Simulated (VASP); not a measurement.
Write the native input for VASP 6.6.1 that does the following.

```
Task                   : single point
Functional             : PBE
Potentials or basis    : VASP PAW PBE potentials, release 64 (C)
Cutoff                 : 520 eV
k mesh                 : 24 × 24 × 24
Occupations            : fermi-dirac, width 0.1 eV
Spin                   : no spin polarisation
Dipole correction      : no
Further INCAR settings : ALGO = Normal; EDIFF = 1e-07; NBANDS = 8
```

The structure of C lies in POSCAR:

```
C
1.0
   -1.1505524553      1.1505524553      1.1505524553
    1.1505524553     -1.1505524553      1.1505524553
    1.1505524553      1.1505524553     -1.1505524553
C
1
Direct
    0.0000000000      0.0000000000      0.0000000000
```

These files were run (other wordings do the same):

INCAR

```
  ALGO = Normal
  EDIFF = 1E-7
  ENCUT = 520
  GGA = PE
  ISIF = 2
  ISMEAR = -1
  LASPH = T
  LCHARG = F
  LREAL = F
  LWAVE = F
  NBANDS = 8
  NELM = 60
  PREC = Accurate
  SIGMA = 0.1
```

KPOINTS

```
k-points
0
Gamma
  24 24 24
```

Potentials or basis: VASP PAW PBE potentials, release 64 (C).

The run is started by

```sh
$ cat potpaw_PBE.64/C/POTCAR > POTCAR
$ mpirun -np 1 vasp_std > vasp.out
```

It gave:

| Quantity | Value |
| --- | --- |
| Pressure | 21.2 GPa |
| Band gap on the k mesh | zero (band 2 reaches 19.79 eV, above the bottom of band 3 at 4.21 eV) |

Wall time 6.1 s on 1 thread of Intel(R) Xeon(R) Platinum 8488C (Sapphire Rapids), on a shared host, peak memory 0.12 GiB.
